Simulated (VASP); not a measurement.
The system is Pb.

```xyz
2
Lattice="0.0000 3.4390 3.4390 3.4390 0.0000 3.4390 3.4390 3.4390 0.0000" Properties=species:S:1:pos:R:3 pbc="T T T"
Pb    1.7195    1.7195    1.7195
Pb    0.0000    0.0000    0.0000
```

This isn't the form of Pb at room conditions, which is fcc.

Base run:

- Program: VASP 6.6.1
- Functional: PBE
- Potentials or basis: VASP PAW PBE potentials, release 64 (Pb_d)
- Cutoff: 520 eV
- k mesh: 7 × 7 × 7
- Occupations: fermi-dirac, width 0.05 eV
- Spin: no spin polarisation

Its results: band gap on the k mesh zero (bands 14 and 15 overlap by 1.11 eV); pressure 2.4 GPa.

Problem. The run is repeated on the same cell with these changes: functional from PBE to HSE06; k mesh from 7 × 7 × 7 to 4 × 4 × 4. What comes out?

Solution. Band gap on the k mesh zero (bands 14 and 15 overlap by 1.26 eV); pressure 1.6 GPa.

Several settings changed at once.

Caveats: some runs use coarse meshes; spin-orbit coupling is left out, which moves the levels of the heavy elements; the PAW data sets were made with another functional, which shifts forces and pressure a little (at least some runs).
